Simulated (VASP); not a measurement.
Set up this calculation in VASP 6.6.1, as the native input.

```
Task                   : single point
Functional             : PBE
Potentials or basis    : VASP PAW PBE potentials, release 64 (Mg, O)
Cutoff                 : 520 eV
k mesh                 : 10 × 10 × 10
Occupations            : gaussian, width 0.05 eV
Spin                   : no spin polarisation
Dipole correction      : no
Further INCAR settings : ALGO = Normal; EDIFF = 1e-06; NBANDS = 11
```

The structure of MgO lies in POSCAR:

```
MgO
1.0
    0.0000000000      2.3662017323      2.1269229054
    2.1269229054      0.0000000000      2.1269229054
    2.1269229054      2.3662017323      0.0000000000
Mg O
1 1
Direct
    0.0000000000      0.0000000000      0.0000000000
    0.5000000000      0.5000000000      0.5000000000
```

This cell differs from its parent crystal: strain +0.1125 x Voigt [0, 1, 0, 0, 0, 0].

These files were run (other wordings do the same):

INCAR

```
PREC = Accurate ; ENCUT = 520
EDIFF = 1E-6 ; ISMEAR = 0
SIGMA = 0.05 ; LREAL = F
LASPH = T ; NELM = 100
ALGO = Normal ; ISIF = 2
LWAVE = F ; LCHARG = T
GGA = PE ; LELF = T
LVHAR = T ; NBANDS = 11
```

KPOINTS

```
regular mesh
0
Gamma
  10 10 10
```

Potentials or basis: VASP PAW PBE potentials, release 64 (Mg, O).

Launch:

```bash
$ cat potpaw_PBE.64/Mg/POTCAR potpaw_PBE.64/O/POTCAR > POTCAR
$ mpirun -np 1 vasp_std > vasp.out
```

It gave:

The pressure is -11.1 GPa and the band gap on the k mesh is 3.37 eV.

Caveat: the cell differs from its parent crystal (strain +0.1125 x Voigt [0, 1, 0, 0, 0, 0]); the cell stands under tension.

Run time: 25 s on 1 thread of Intel Xeon 8259CL (shared host), peak memory 0.15 GiB.
